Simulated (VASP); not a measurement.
# CuO (Fm-3m) in VASP: further runs

Runs on CuO. Level: BLYP+U. Tasks: single point.

Everything below comes from runs of VASP 6.6.1. Logs are shortened: lines on timing, memory, paths and dates and some standing lists are left out, and cuts for length are marked.

## 1. The cell of the first run

It takes space group Fm-3m (No. 225, cubic). Conventional cell: a = 4.233 Å, b = 4.233 Å, c = 4.233 Å, α = 90.00°, β = 90.00°, γ = 90.00°. Within 2.8 Å of Cu (site symmetry m-3m) lie 6 O at 2.12 Å. O (site symmetry m-3m) has 6 Cu at 2.12 Å within 2.8 Å.

## 2. Single point, BLYP+U, collinear spin, ferromagnetic start

File INCAR:

```
  PREC = Accurate
  ENCUT = 520
  EDIFF = 1E-7
  ISMEAR = 0
  SIGMA = 0.1
  LREAL = False
  LASPH = True
  NELM = 150
  ALGO = Normal
  ISIF = 2
  LWAVE = False
  LCHARG = False
  ISPIN = 2
  MAGMOM = 0.46 0.25
  LORBIT = 11
  LMAXMIX = 4
  LDAU = True
  LDAUTYPE = 2
  LDAUL = 2 -1
  LDAUU = 2 0
  LDAUJ = 0 0
  LDAUPRINT = 1
  GGA = B5
  ALDAX = 1.0
  AGGAX = 1.0
  AGGAC = 1.0
  ALDAC = 0.0
  NBANDS = 20
  ISYM = 0
```

File KPOINTS:

```
Automatic mesh
0
Gamma
  4 4 3
```

File POSCAR:

```
CuO
1.0
    0.0000000000      2.1165600000      2.1165600000
    2.1165600000      0.0000000000      2.1165600000
    2.1165600000      2.1165600000      0.0000000000
Cu O
1 1
Direct
    0.0000000000      0.0000000000      0.0000000000
    0.5000000000      0.5000000000      0.5000000000
```

Potentials or basis: VASP PAW PBE potentials, release 64 (Cu, O).

Command:

```sh
cat potpaw_PBE.64/Cu/POTCAR potpaw_PBE.64/O/POTCAR > POTCAR
mpirun -np 1 vasp_std > vasp.out
```

OUTCAR:

```text
PREC = Accurate
   ENCUT = 520
   EDIFF = 1E-7
   ISMEAR = 0
   LREAL = False
   LASPH = True
   NELM = 150
   ISIF = 2
   ISPIN = 2
   LORBIT = 11
   GGA = B5
   ISYM = 0

 ion  position               nearest neighbor table
   1  0.000  0.000  0.000-   2 2.12   2 2.12   2 2.12   2 2.12   2 2.12   2 2.12
   2  0.500  0.500  0.500-   1 2.12   1 2.12   1 2.12   1 2.12   1 2.12   1 2.12

IMPORTANT INFORMATION: All symmetrisations will be switched off!
NOSYMM: (Re-)initialisation of all symmetry stuff for point group C_1.

----------------------------------------------------------------------------------------

                                     Primitive cell

  volume of cell :      18.9636

  direct lattice vectors                    reciprocal lattice vectors
     0.000000000  2.116560000  2.116560000    -0.236232377  0.236232377  0.236232377
     2.116560000  0.000000000  2.116560000     0.236232377 -0.236232377  0.236232377
     2.116560000  2.116560000  0.000000000     0.236232377  0.236232377 -0.236232377

  length of vectors
     2.993267858  2.993267858  2.993267858     0.409166479  0.409166479  0.409166479

  position of ions in fractional coordinates (direct lattice)
     0.000000000  0.000000000  0.000000000
     0.500000000  0.500000000  0.500000000

  ion indices of the primitive-cell ions
   primitive index   ion index
                 1           1
                 2           2

----------------------------------------------------------------------------------------

 KPOINTS: Automatic mesh

Automatic generation of k-mesh.
 Grid dimensions read from file:
 generate k-points for:    4    4    3

 Generating k-lattice:

  Cartesian coordinates                     Fractional coordinates (reciprocal lattice)
    -0.059058094  0.059058094  0.059058094     0.250000000  0.000000000  0.000000000
     0.059058094 -0.059058094  0.059058094     0.000000000  0.250000000  0.000000000
     0.078744126  0.078744126 -0.078744126     0.000000000  0.000000000  0.333333333

  Length of vectors
     0.102291620  0.102291620  0.136388826

  Shift w.r.t. Gamma in fractional coordinates (k-lattice)
     0.000000000  0.000000000  0.000000000

 -----------------------------------------------------------------------------
|                                                                             |
|           W    W    AA    RRRRR   N    N  II  N    N   GGGG   !!!           |
|           W    W   A  A   R    R  NN   N  II  NN   N  G    G  !!!           |
|           W    W  A    A  R    R  N N  N  II  N N  N  G       !!!           |
|           W WW W  AAAAAA  RRRRR   N  N N  II  N  N N  G  GGG   !            |
|           WW  WW  A    A  R   R   N   NN  II  N   NN  G    G                |
|           W    W  A    A  R    R  N    N  II  N    N   GGGG   !!!           |
|                                                                             |
|     Your reciprocal lattice and k-lattice belong to different lattice       |
|     classes:                                                                |
|                                                                             |
|        The reciprocal lattice is body-centered cubic,                       |
|        whereas your k-lattice is base-centered monoclinic.                  |
|                                                                             |
|     Results are often still useful ...                                      |
|                                                                             |
 -----------------------------------------------------------------------------

 WARNING: IBZKPT: internal override: KBLOWUP is changed to .FALSE.
      ... skipping the blow-up phase ...

 Subroutine IBZKPT returns following result:
 ===========================================

 Found     26 irreducible k-points:

 Following reciprocal coordinates:
[... 53 lines left out ...]
   TEBEG  =    0.0;   TEEND  =   0.0 temperature during run
   PSTRESS=    0.0 pullay stress
   NELECT =      17.0000    total number of electrons
   NUPDOWN=      -1.0000    fix difference up-down
   EMIN   =  10.00;   EMAX   =-10.00  energy-range for DOS
   EFERMI =   0.00;   METHOD = LEGACY
   ISMEAR =     0;   SIGMA  =   0.10  broadening in eV -4-tet -1-fermi 0-gaus
   EFERMI_NEDOS =   21; number of points for ismear=-14 and -15
   IALGO  =     38    algorithm
   IMIX   =      4    mixing-type and parameters
     AMIX     =   0.40;   BMIX     =  1.00
     AMIX_MAG =   1.60;   BMIX_MAG =  1.00
  volume/ion in A,a.u.               =       9.48        63.99
  Fermi-wavevector in a.u.,A,eV,Ry     =   1.578522  2.982973 33.902055  2.491731
  Thomas-Fermi vector in A             =   2.679040
   LORBIT       =     11    0 simple, 1 ext, 2 COOP (PROOUT), +10 PAW based schemes
 LDA+U is selected, type is set to LDAUTYPE =  2
   angular momentum for each species LDAUL =     2   -1
   U (eV)           for each species LDAUU =   2.0  0.0
   J (eV)           for each species LDAUJ =   0.0  0.0
   GGA     = B5    functional components
   LHFCALC =     F    Hartree Fock is set to
   AEXX    =    0.0000 exact exchange contribution
   IVDW    =     0    specifies the selected vdW correction
   LEPSILON=     F    determine dielectric tensor
   LRPA    =     F    only Hartree local field effects (RPA)
 spin polarized calculation
 Gauss-broadening in eV      SIGMA  =   0.10
  energy-cutoff  :      520.00
  volume of cell :       18.96
 maximum number of plane-waves:       531
 NGX is ok and might be reduce to    24
   NGX = 11   NGY = 11   NGZ = 11

 number of electron      17.0000007 magnetization       0.1827459

atom =   1  type =  1  l = 2

 onsite density matrix

spin component  1

  0.9661 -0.0002 -0.0053 -0.0002 -0.0000
 -0.0002  0.9656 -0.0010  0.0008 -0.0006
 -0.0053 -0.0010  0.8748 -0.0010 -0.0000
 -0.0002  0.0008 -0.0010  0.9656  0.0006
 -0.0000 -0.0006 -0.0000  0.0006  0.8549

spin component  2

  0.9662 -0.0002 -0.0053 -0.0002  0.0000
 -0.0002  0.9656 -0.0010  0.0008 -0.0006
 -0.0053 -0.0010  0.8748 -0.0010  0.0000
 -0.0002  0.0008 -0.0010  0.9656  0.0006
  0.0000 -0.0006  0.0000  0.0006  0.8551

 occupancies and eigenvectors

  o =  0.8549  v =  0.0000  0.0056  0.0000 -0.0056  1.0000  0.0000  0.0000  0.0000  0.0000  0.0000      0.0000  0.0000  0.0000  0.0000  0.0000  0.0000  0.0000  0.0000  0.0000  0.0000
  o =  0.8551  v =  0.0000  0.0000  0.0000  0.0000  0.0000 -0.0000  0.0057 -0.0000 -0.0057  1.0000      0.0000  0.0000  0.0000  0.0000  0.0000  0.0000  0.0000  0.0000  0.0000  0.0000
  o =  0.8745  v =  0.0575  0.0113  0.9982  0.0113 -0.0000  0.0000  0.0000  0.0000  0.0000  0.0000      0.0000  0.0000  0.0000  0.0000  0.0000  0.0000  0.0000  0.0000  0.0000  0.0000
  o =  0.8745  v =  0.0000  0.0000  0.0000  0.0000  0.0000  0.0575  0.0113  0.9982  0.0113  0.0000      0.0000  0.0000  0.0000  0.0000  0.0000  0.0000  0.0000  0.0000  0.0000  0.0000
  o =  0.9648  v = -0.0000 -0.7071  0.0000  0.7071  0.0080  0.0000  0.0000  0.0000  0.0000  0.0000      0.0000  0.0000  0.0000  0.0000  0.0000  0.0000  0.0000  0.0000  0.0000  0.0000
  o =  0.9648  v =  0.0000  0.0000  0.0000  0.0000  0.0000 -0.0000 -0.7071 -0.0000  0.7071  0.0080      0.0000  0.0000  0.0000  0.0000  0.0000  0.0000  0.0000  0.0000  0.0000  0.0000
  o =  0.9663  v = -0.6889 -0.5113  0.0512 -0.5113 -0.0000  0.0000  0.0000  0.0000  0.0000  0.0000      0.0000  0.0000  0.0000  0.0000  0.0000  0.0000  0.0000  0.0000  0.0000  0.0000
  o =  0.9663  v =  0.0000  0.0000  0.0000  0.0000  0.0000 -0.6883 -0.5117  0.0512 -0.5117  0.0000      0.0000  0.0000  0.0000  0.0000  0.0000  0.0000  0.0000  0.0000  0.0000  0.0000
  o =  0.9666  v =  0.7226 -0.4883 -0.0306 -0.4883 -0.0000  0.0000  0.0000  0.0000  0.0000  0.0000      0.0000  0.0000  0.0000  0.0000  0.0000  0.0000  0.0000  0.0000  0.0000  0.0000
  o =  0.9666  v =  0.0000  0.0000  0.0000  0.0000  0.0000  0.7231 -0.4879 -0.0306 -0.4879  0.0000      0.0000  0.0000  0.0000  0.0000  0.0000  0.0000  0.0000  0.0000  0.0000  0.0000

 number of electron      17.0000007 magnetization      -0.0003162

 Free energy of the ion-electron system (eV)
  ---------------------------------------------------
  ext. energy  EPLUGINS =         0.00000000
  ---------------------------------------------------
  free energy    TOTEN  =        -8.04006342 eV

  energy without entropy =       -8.03495253  energy(sigma->0) =       -8.03750797

 E-fermi :   6.2557     XC(G=0): -11.8374

 val. band max:        6.2379148712   @ k =   0.5000   0.5000   0.3333
 cond. band min:       6.2803099947   @ k =  -0.2500  -0.2500   0.3333
 fundamental gap:      0.0423951235
 Fermi energy:         6.2556968679

 spin component 1

 k-point     1 :       0.0000    0.0000    0.0000
  band No.  band energies     occupation
      1     -12.9771      1.00000
      2       3.4025      1.00000
      3       3.4344      1.00000
      4       3.4603      1.00000
      5       3.8888      1.00000
      6       3.9117      1.00000
[... 1097 lines left out ...]
     19      38.2439      0.00000
     20      44.3152      0.00000

 [... further k-points ...]

------------------------ aborting loop because EDIFF is reached ----------------------------------------

  FORCE on cell =-STRESS in cart. coord.  units (eV):
  Direction    XX          YY          ZZ          XY          YZ          ZX
  --------------------------------------------------------------------------------------
  -------------------------------------------------------------------------------------
  Total        0.7749154      0.7749155      1.1182849      0.0329537     -0.0193348     -0.0193347
  in kB       65.4701158     65.4701260     94.4803072      2.7841545     -1.6335353     -1.6335262
  external PRESSURE =      75.1401830 kB  Pullay stress =       0.0000000 kB

 VOLUME and BASIS-vectors are now :
 -----------------------------------------------------------------------------
  energy-cutoff  :      520.00
  volume of cell :       18.96
      direct lattice vectors                 reciprocal lattice vectors
     0.000000000  2.116560000  2.116560000    -0.236232377  0.236232377  0.236232377
     2.116560000  0.000000000  2.116560000     0.236232377 -0.236232377  0.236232377
     2.116560000  2.116560000  0.000000000     0.236232377  0.236232377 -0.236232377

 POSITION                                       TOTAL-FORCE (eV/Angst)
 -----------------------------------------------------------------------------------
      0.00000      0.00000      0.00000         0.000001     -0.000000      0.000000
      2.11656      2.11656      2.11656        -0.000001      0.000000     -0.000000
 -----------------------------------------------------------------------------------
    total drift:                               -0.000002     -0.000000     -0.000001

  FREE ENERGIE OF THE ION-ELECTRON SYSTEM (eV)
  ---------------------------------------------------
  free  energy   TOTEN  =        -8.0400634157 eV

  energy  without entropy=       -8.0349525324  energy(sigma->0) =       -8.03750797

 total charge

# of ion       s       p       d       tot
------------------------------------------
    1        0.305   0.317   9.234   9.856
    2        1.571   3.363   0.000   4.934
--------------------------------------------------
tot          1.876   3.680   9.234  14.790

 magnetization (x)

# of ion       s       p       d       tot
------------------------------------------
    1        0.000  -0.000  -0.000  -0.000
    2       -0.000  -0.000   0.000  -0.000
--------------------------------------------------
tot          0.000  -0.000  -0.000  -0.000
```

It took 26 s on 1 thread of Intel Xeon Platinum 8375C at 2.90GHz (Ice Lake), shared host; peak memory 0.15 GiB.

What came out:

- Free energy: -8.0401 eV
- Pressure: 7.5 GPa
- Net moment: 0.00 μB per cell
- Valence electrons inside the program's atomic spheres: Cu 9.86; O 4.93

Levels at points of the mesh, in eV from the Fermi level:
Spin up:
| k point | band 6 | band 7 | band 8 | band 9 | band 10 | band 11 | band 12 | band 13 |
| --- | --- | --- | --- | --- | --- | --- | --- | --- |
| (0.00, 0.00, 0.00) | -2.34 | -2.20 | -2.17 | -2.15 | 1.96 | 18.96 | 18.97 | 18.98 |
| (0.50, 0.00, 0.00) | -2.18 | -1.72 | 0.73 | 0.74 | 6.41 | 9.90 | 14.22 | 14.23 |
| (0.00, 0.50, 0.00) | -2.18 | -1.72 | 0.73 | 0.74 | 6.41 | 9.90 | 14.22 | 14.23 |
| (0.50, 0.50, 0.00) | -2.08 | -2.05 | -2.02 | -1.60 | 6.01 | 11.11 | 12.59 | 16.58 |
Spin down:
| k point | band 6 | band 7 | band 8 | band 9 | band 10 | band 11 | band 12 | band 13 |
| --- | --- | --- | --- | --- | --- | --- | --- | --- |
| (0.00, 0.00, 0.00) | -2.34 | -2.20 | -2.17 | -2.15 | 1.96 | 18.96 | 18.97 | 18.98 |
| (0.50, 0.00, 0.00) | -2.18 | -1.72 | 0.73 | 0.74 | 6.41 | 9.90 | 14.22 | 14.23 |
| (0.00, 0.50, 0.00) | -2.18 | -1.72 | 0.73 | 0.74 | 6.41 | 9.90 | 14.22 | 14.23 |
| (0.50, 0.50, 0.00) | -2.08 | -2.05 | -2.02 | -1.60 | 6.01 | 11.11 | 12.59 | 16.58 |

Eigenvalues of the final occupation matrices:
| site | spin | trace | eigenvalues |
| --- | --- | --- | --- |
| site 1 d | 1 | 4.63 | 0.85 0.87 0.96 0.97 0.97 |
| site 1 d | 2 | 4.63 | 0.86 0.87 0.96 0.97 0.97 |

Caveat: the k points lie up to 0.86 Å⁻¹ apart; the PAW data sets were made with another functional, which shifts forces and pressure a little. The state reached can hang on the start; a lower one may exist.

## 3. Single point, BLYP+U, collinear spin, ferromagnetic start

Edit INCAR of step 2 so:

```diff
@@ -1,4 +1,4 @@
   PREC = Accurate
-  ENCUT = 520
-  EDIFF = 1E-7
+  ENCUT = 700
+  EDIFF = 1E-6
   ISMEAR = 0
@@ -7,3 +7,3 @@
   LASPH = True
-  NELM = 150
+  NELM = 200
   ALGO = Normal
@@ -27,3 +27,4 @@
   ALDAC = 0.0
-  NBANDS = 20
+  NBANDS = 24
   ISYM = 0
+  GGA_COMPAT = False
```

KPOINTS is that of step 2.

POSCAR is that of step 2.

Potentials or basis: VASP PAW PBE potentials, release 64 (Cu_sv_GW, O).

Command:

```sh
cat potpaw_PBE.64/Cu_sv_GW/POTCAR potpaw_PBE.64/O/POTCAR > POTCAR
mpirun -np 1 vasp_std > vasp.out
```

OUTCAR:

```text
PREC = Accurate
   ENCUT = 700
   EDIFF = 1E-6
   ISMEAR = 0
   LREAL = False
   LASPH = True
   NELM = 200
   ISIF = 2
   ISPIN = 2
   LORBIT = 11
   GGA = B5
   ISYM = 0

 ion  position               nearest neighbor table
   1  0.000  0.000  0.000-   2 2.12   2 2.12   2 2.12   2 2.12   2 2.12   2 2.12
   2  0.500  0.500  0.500-   1 2.12   1 2.12   1 2.12   1 2.12   1 2.12   1 2.12

IMPORTANT INFORMATION: All symmetrisations will be switched off!
NOSYMM: (Re-)initialisation of all symmetry stuff for point group C_1.

----------------------------------------------------------------------------------------

[... 1525 lines left out ...]
  energy-cutoff  :      700.00
  volume of cell :       18.96
      direct lattice vectors                 reciprocal lattice vectors
     0.000000000  2.116560000  2.116560000    -0.236232377  0.236232377  0.236232377
     2.116560000  0.000000000  2.116560000     0.236232377 -0.236232377  0.236232377
     2.116560000  2.116560000  0.000000000     0.236232377  0.236232377 -0.236232377

 POSITION                                       TOTAL-FORCE (eV/Angst)
 -----------------------------------------------------------------------------------
      0.00000      0.00000      0.00000        -0.000007     -0.000049     -0.000009
      2.11656      2.11656      2.11656         0.000007      0.000049      0.000009
 -----------------------------------------------------------------------------------
    total drift:                               -0.000023     -0.000107     -0.000041

  FREE ENERGIE OF THE ION-ELECTRON SYSTEM (eV)
  ---------------------------------------------------
  free  energy   TOTEN  =        -7.8851361307 eV

  energy  without entropy=       -7.8800431504  energy(sigma->0) =       -7.88258964

 total charge

# of ion       s       p       d       f       tot
--------------------------------------------------
    1        2.189   6.302   8.965   0.009  17.465
    2        1.567   3.370   0.000   0.000   4.937
--------------------------------------------------
tot          3.756   9.672   8.965   0.009  22.402

 magnetization (x)

# of ion       s       p       d       f       tot
--------------------------------------------------
    1        0.000  -0.000  -0.001  -0.000  -0.001
    2       -0.000  -0.000   0.000   0.000  -0.000
--------------------------------------------------
tot          0.000  -0.000  -0.001  -0.000  -0.001
```

It took 53 s on 1 thread of AMD EPYC 9R45 (Zen 5), shared host; peak memory 0.17 GiB.

What came out:

- Free energy: -7.8851 eV
- Pressure: 5.4 GPa
- Net moment: 0.00 μB per cell
- Valence electrons inside the program's atomic spheres: Cu 17.46; O 4.94

Levels at points of the mesh, in eV from the Fermi level:
Spin up:
| k point | band 9 | band 10 | band 11 | band 12 | band 13 | band 14 | band 15 | band 16 | band 17 | band 18 |
| --- | --- | --- | --- | --- | --- | --- | --- | --- | --- | --- |
| (0.00, 0.00, 0.00) | -2.32 | -2.30 | -2.28 | -2.25 | -2.23 | 1.85 | 19.03 | 19.04 | 19.05 | 19.10 |
| (0.50, 0.00, 0.00) | -2.20 | -2.15 | -1.71 | 0.73 | 0.74 | 6.31 | 9.81 | 14.13 | 14.14 | 21.12 |
| (0.00, 0.50, 0.00) | -2.20 | -2.15 | -1.71 | 0.73 | 0.74 | 6.31 | 9.81 | 14.13 | 14.14 | 21.12 |
| (0.50, 0.50, 0.00) | -3.46 | -2.03 | -2.01 | -1.99 | -1.56 | 5.89 | 11.02 | 12.62 | 16.49 | 16.50 |
Spin down:
| k point | band 9 | band 10 | band 11 | band 12 | band 13 | band 14 | band 15 | band 16 | band 17 | band 18 |
| --- | --- | --- | --- | --- | --- | --- | --- | --- | --- | --- |
| (0.00, 0.00, 0.00) | -2.32 | -2.30 | -2.28 | -2.25 | -2.23 | 1.85 | 19.03 | 19.04 | 19.05 | 19.10 |
| (0.50, 0.00, 0.00) | -2.20 | -2.15 | -1.71 | 0.73 | 0.74 | 6.31 | 9.81 | 14.13 | 14.14 | 21.12 |
| (0.00, 0.50, 0.00) | -2.20 | -2.15 | -1.71 | 0.73 | 0.74 | 6.31 | 9.81 | 14.13 | 14.14 | 21.12 |
| (0.50, 0.50, 0.00) | -3.46 | -2.03 | -2.01 | -1.99 | -1.56 | 5.89 | 11.02 | 12.62 | 16.49 | 16.50 |

Eigenvalues of the final occupation matrices:
```
    site  spin  trace               eigenvalues
site 1 d     1   4.50  0.82 0.84 0.94 0.94 0.94
site 1 d     2   4.50  0.82 0.84 0.94 0.94 0.94
```

Caveat: the k points lie up to 0.86 Å⁻¹ apart; the PAW data sets were made with another functional, which shifts forces and pressure a little. The state reached can hang on the start; a lower one may exist.
